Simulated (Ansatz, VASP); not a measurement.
# One calculation of HgF6, two programs

```
Hg F
1.0
     0.00000    3.69730    3.69730
     3.69730    0.00000    3.69730
     3.69730    3.69730    0.00000
Hg F
1 6
Direct
  0.00000 0.00000 0.00000
  0.50000 0.50000 0.00000
  0.50000 0.00000 0.50000
  0.00000 0.00000 0.50000
  0.00000 0.50000 0.00000
  0.00000 0.50000 0.50000
  0.50000 0.00000 0.00000
```

Change from the starting cell: species swapped into the Zn6Mo type (Fm-3m, No. 225).

Alike in both runs: task relaxation of cell and atoms; functional PBE; k mesh 4 × 4 × 4; occupations gaussian, width 0.1 eV; no spin polarisation.

|  | VASP | Ansatz |
| --- | --- | --- |
| version | VASP 6.6.1 | Ansatz 0.2.0 |
| potentials or method | VASP PAW PBE potentials, release 64 (Hg, F), cutoff 600 eV | scalar-relativistic, plane waves, PAW |
| valence electrons in the cell | 54 | 62 |

```csv
,VASP,Ansatz,Ansatz less VASP
"gap on the k mesh at the Fermi level, each at its own relaxed structure (eV)",none,none,-
relaxed volume (Å³/atom),12.69,12.67,-0.026
relaxed length of the cell vector where the two differ most in proportion (Å),5.008,5.005,-0.0035
```

A gap of «none» marks a metal or a gap that the smearing closes. VASP's potentials hold 54 valence electrons a cell and Ansatz's 62, so a difference there can come from the potentials and not from the codes.

The k mesh is coarse, so the values compare programs but aren't converged. Neither program's run includes spin-orbit coupling.
